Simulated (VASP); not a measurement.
# InAs (I-4m2) in VASP: a series of runs

Runs on InAs. Level: PBEsol. Tasks: single point.

Everything below comes from runs of VASP 6.6.1. Logs are shortened: lines on timing, memory, paths and dates and some standing lists are left out, and cuts for length are marked.

## Step 1: The cell of the first run

The structure is tetragonal, space group I-4m2 (No. 119). The conventional cell has a = 4.277 Å, b = 4.277 Å, c = 6.290 Å, α = 90.00°, β = 90.00°, γ = 90.00°. Within 3.5 Å of In (site symmetry -4m2) lie 4 As at 2.65 Å. As (site symmetry -4m2) has 4 In at 2.65 Å within 3.5 Å.

## Step 2: Single point, PBEsol (strain +0.0400 x Voigt [0, 0, 1, 0, 0, 0])

INCAR

```
SYSTEM = InAs
PREC = Accurate
ENCUT = 520
EDIFF = 1E-6
ISMEAR = 0
SIGMA = 0.15
LREAL = .FALSE.
LASPH = .TRUE.
NELM = 60
ALGO = Normal
ISIF = 2
LWAVE = .FALSE.
LCHARG = .FALSE.
GGA = PS
NBANDS = 16
```

KPOINTS

```
Automatic mesh
0
G
  14 14 14
  0 0 0
```

POSCAR

```
InAs
1.0
    0.0000000000      3.0240000000      3.1449600000
    3.0240000000      0.0000000000      3.1449600000
    3.0240000000      3.0240000000      0.0000000000
In As
1 1
Direct
    0.0000000000      0.0000000000      0.0000000000
    0.7500000000      0.7500000000      0.7500000000
```

Potentials or basis: VASP PAW PBE potentials, release 64 (In_d, As).

Run with:

```sh
$ cat potpaw_PBE.64/In_d/POTCAR potpaw_PBE.64/As/POTCAR > POTCAR
$ mpirun -np 1 vasp_std > vasp.out
```

OUTCAR:

```text
SYSTEM = InAs
   PREC = Accurate
   ENCUT = 520
   EDIFF = 1E-6
   ISMEAR = 0
   LREAL = .FALSE.
   LASPH = .TRUE.
   NELM = 60
   ISIF = 2
   GGA = PS

 ion  position               nearest neighbor table
   1  0.000  0.000  0.000-   2 2.65   2 2.65   2 2.65   2 2.65
   2  0.750  0.750  0.750-   1 2.65   1 2.65   1 2.65   1 2.65

  LATTYP: Found a body centered tetragonal cell.
 ALAT       =     4.2765818126
 C/A-ratio  =     1.4707821049

  Lattice vectors:

 A1 = (  -3.0240000000,   0.0000000000,   3.1449600000)
 A2 = (   3.0240000000,   0.0000000000,   3.1449600000)
 A3 = (   0.0000000000,   3.0240000000,  -3.1449600000)

Analysis of symmetry for initial positions (statically):
=====================================================================
 Subroutine PRICEL returns:
 Original cell was already a primitive cell.

 Routine SETGRP: Setting up the symmetry group for a
 body centered tetragonal supercell.

 Subroutine GETGRP returns: Found  8 space group operations
 (whereof  8 operations were pure point group operations)
 out of a pool of 16 trial point group operations.

The static configuration has the point symmetry D_2d.

Analysis of symmetry for dynamics (positions and initial velocities):
=====================================================================
 Subroutine PRICEL returns:
 Original cell was already a primitive cell.

 Routine SETGRP: Setting up the symmetry group for a
 body centered tetragonal supercell.

 Subroutine GETGRP returns: Found  8 space group operations
 (whereof  8 operations were pure point group operations)
 out of a pool of 16 trial point group operations.

The dynamic configuration has the point symmetry D_2d.

 Subroutine INISYM returns: Found  8 space group operations
 (whereof  8 operations are pure point group operations),
 and found     1 'primitive' translations

----------------------------------------------------------------------------------------

                                     Primitive cell

  volume of cell :      57.5187

  direct lattice vectors                    reciprocal lattice vectors
     0.000000000  3.024000000  3.144960000    -0.165343915  0.165343915  0.158984534
     3.024000000  0.000000000  3.144960000     0.165343915 -0.165343915  0.158984534
     3.024000000  3.024000000  0.000000000     0.165343915  0.165343915 -0.158984534

  length of vectors
     4.362951914  4.362951914  4.276581813     0.282760151  0.282760151  0.282760151

  position of ions in fractional coordinates (direct lattice)
     0.000000000  0.000000000  0.000000000
     0.750000000  0.750000000  0.750000000

[... 78 lines left out ...]
   EDIFFG = 0.1E-04   stopping-criterion for IOM
   NSW    =      0    number of steps for IOM
   IBRION =     -1    ionic relax: 0-MD 1-quasi-New 2-CG
   NFREE  =      0    steps in history (QN), initial steepest desc. (CG)
   ISIF   =      2    stress and relaxation
   ISYM   =      2    0-nonsym 1-usesym 2-fastsym
   POTIM  = 0.5000    time-step for ionic-motion
   TEBEG  =    0.0;   TEEND  =   0.0 temperature during run
   PSTRESS=    0.0 pullay stress
   NELECT =      18.0000    total number of electrons
   NUPDOWN=      -1.0000    fix difference up-down
   EMIN   =  10.00;   EMAX   =-10.00  energy-range for DOS
   EFERMI =   0.00;   METHOD = LEGACY
   ISMEAR =     0;   SIGMA  =   0.15  broadening in eV -4-tet -1-fermi 0-gaus
   EFERMI_NEDOS =   21; number of points for ismear=-14 and -15
   IALGO  =     38    algorithm
   IMIX   =      4    mixing-type and parameters
     AMIX     =   0.40;   BMIX     =  1.00
     AMIX_MAG =   1.60;   BMIX_MAG =  1.00
  volume/ion in A,a.u.               =      28.76       194.08
  Fermi-wavevector in a.u.,A,eV,Ry     =   1.111466  2.100366 16.808042  1.235356
  Thomas-Fermi vector in A             =   2.248029
   LORBIT       =      0    0 simple, 1 ext, 2 COOP (PROOUT), +10 PAW based schemes
   GGA     = PS    functional components
   LHFCALC =     F    Hartree Fock is set to
   AEXX    =    0.0000 exact exchange contribution
   IVDW    =     0    specifies the selected vdW correction
   LEPSILON=     F    determine dielectric tensor
   LRPA    =     F    only Hartree local field effects (RPA)
 non-spin polarized calculation
 Gauss-broadening in eV      SIGMA  =   0.15
  energy-cutoff  :      520.00
  volume of cell :       57.52
 maximum number of plane-waves:      1570
   NGX = 17   NGY = 17   NGZ = 15

 number of electron      17.9999996 magnetization

 Free energy of the ion-electron system (eV)
  ---------------------------------------------------
  ext. energy  EPLUGINS =         0.00000000
  ---------------------------------------------------
  free energy    TOTEN  =        -8.48124559 eV

  energy without entropy =       -8.48108936  energy(sigma->0) =       -8.48116748

 E-fermi :   4.1571     XC(G=0):  -9.1138

 val. band max:        4.0441392816   @ k =   0.0000   0.0000   0.0000
 cond. band min:       4.5447347155   @ k =   0.0714   0.0000   0.0000
 fundamental gap:      0.5005954339
 Fermi energy:         4.1571064330

 k-point     1 :       0.0000    0.0000    0.0000
  band No.  band energies     occupation
      1     -10.2842      2.00000
      2     -10.2705      2.00000
      3     -10.2705      2.00000
      4     -10.1663      2.00000
      5     -10.1612      2.00000
      6      -7.6568      2.00000
[... 433 lines left out ...]
      3     -10.2446      2.00000
      4     -10.1667      2.00000
      5     -10.1607      2.00000
      6      -7.0028      2.00000
[... 8 lines left out ...]
     15      13.5343      0.00000
     16      13.7294      0.00000

 [... further k-points ...]

------------------------ aborting loop because EDIFF is reached ----------------------------------------

  FORCE on cell =-STRESS in cart. coord.  units (eV):
  Direction    XX          YY          ZZ          XY          YZ          ZX
  --------------------------------------------------------------------------------------
  -------------------------------------------------------------------------------------
  Total       -0.1862861     -0.1862861     -0.7152234      0.0000000      0.0000000     -0.0000000
  in kB       -5.1889847     -5.1889847    -19.9224886      0.0000000      0.0000000     -0.0000000
  external PRESSURE =     -10.1001526 kB  Pullay stress =       0.0000000 kB

 VOLUME and BASIS-vectors are now :
 -----------------------------------------------------------------------------
  energy-cutoff  :      520.00
  volume of cell :       57.52
      direct lattice vectors                 reciprocal lattice vectors
     0.000000000  3.024000000  3.144960000    -0.165343915  0.165343915  0.158984534
     3.024000000  0.000000000  3.144960000     0.165343915 -0.165343915  0.158984534
     3.024000000  3.024000000  0.000000000     0.165343915  0.165343915 -0.158984534

 POSITION                                       TOTAL-FORCE (eV/Angst)
 -----------------------------------------------------------------------------------
      0.00000      0.00000      0.00000         0.000000      0.000000      0.000000
      4.53600      4.53600      4.71744        -0.000000     -0.000000      0.000000
 -----------------------------------------------------------------------------------
    total drift:                                0.000000      0.000000     -0.000000

  FREE ENERGIE OF THE ION-ELECTRON SYSTEM (eV)
  ---------------------------------------------------
  free  energy   TOTEN  =        -8.4812455916 eV

  energy  without entropy=       -8.4810893589  energy(sigma->0) =       -8.48116748
```

OSZICAR:

```text
N       E                     dE             d eps       ncg     rms          rms(c)
DAV:   1     0.112188983758E+03    0.11219E+03   -0.82660E+03  7816   0.120E+03
DAV:   2    -0.112881541971E+01   -0.11332E+03   -0.10854E+03  8488   0.293E+02
DAV:   3    -0.857012546286E+01   -0.74413E+01   -0.74043E+01 10120   0.741E+01
DAV:   4    -0.875698265097E+01   -0.18686E+00   -0.18681E+00  9808   0.132E+01
DAV:   5    -0.876559109880E+01   -0.86084E-02   -0.86083E-02 11672   0.240E+00    0.417E+00
DAV:   6    -0.851114861720E+01    0.25444E+00   -0.37999E-01 12464   0.108E+01    0.228E+00
DAV:   7    -0.848239307141E+01    0.28756E-01   -0.99031E-02 10720   0.301E+00    0.668E-01
DAV:   8    -0.848090864992E+01    0.14844E-02   -0.11776E-02  9992   0.121E+00    0.177E-01
DAV:   9    -0.848116054419E+01   -0.25189E-03   -0.84344E-04 10072   0.260E-01    0.998E-02
DAV:  10    -0.848122677566E+01   -0.66231E-04   -0.11303E-04 12056   0.142E-01    0.602E-02
DAV:  11    -0.848124567769E+01   -0.18902E-04   -0.47328E-05  9416   0.897E-02    0.407E-02
DAV:  12    -0.848124559161E+01    0.86085E-07   -0.42537E-06  8920   0.196E-02
   1 F= -.84812456E+01 E0= -.84811675E+01  d E =-.156233E-03
```

stdout:

```text
POSCAR found type information on POSCAR InAs
 POSCAR found :  2 types and       2 ions
 scaLAPACK will be used
 -----------------------------------------------------------------------------
|                                                                             |
|                                                                             |
|     You enforced a specific xc type in the INCAR file but a different       |
|     I HOPE YOU KNOW WHAT YOU ARE DOING!                                     |
|                                                                             |
 -----------------------------------------------------------------------------

 LDA part: xc-table for (Slater+PW92), standard interpolation
 POSCAR, INCAR and KPOINTS ok, starting setup
 FFT: planning ... GRIDC
 FFT: planning ... GRID_SOFT
 FFT: planning ... GRID
 WAVECAR not read
 entering main loop
```

Run time: 57 s. Hardware: 1 thread of Intel Xeon 6975P-C (Granite Rapids), shared host; peak memory 0.35 GiB.

Results:

```yaml
Free_energy: -8.4812 eV
Pressure: -1.0 GPa
Band_gap_on_the_k_mesh: zero (filled and empty bands touch)
```

Stress tensor (GPa, compression positive):
```
-0.52  0.00  0.00
 0.00 -0.52  0.00
 0.00  0.00 -1.99
```

Caveat: the cell differs from its parent crystal (strain +0.0400 x Voigt [0, 0, 1, 0, 0, 0]); the PAW data sets were made with another functional, which shifts forces and pressure a little; spin-orbit coupling is left out, which moves the levels of the heavy elements.

(Continued in part 2 of 2.)
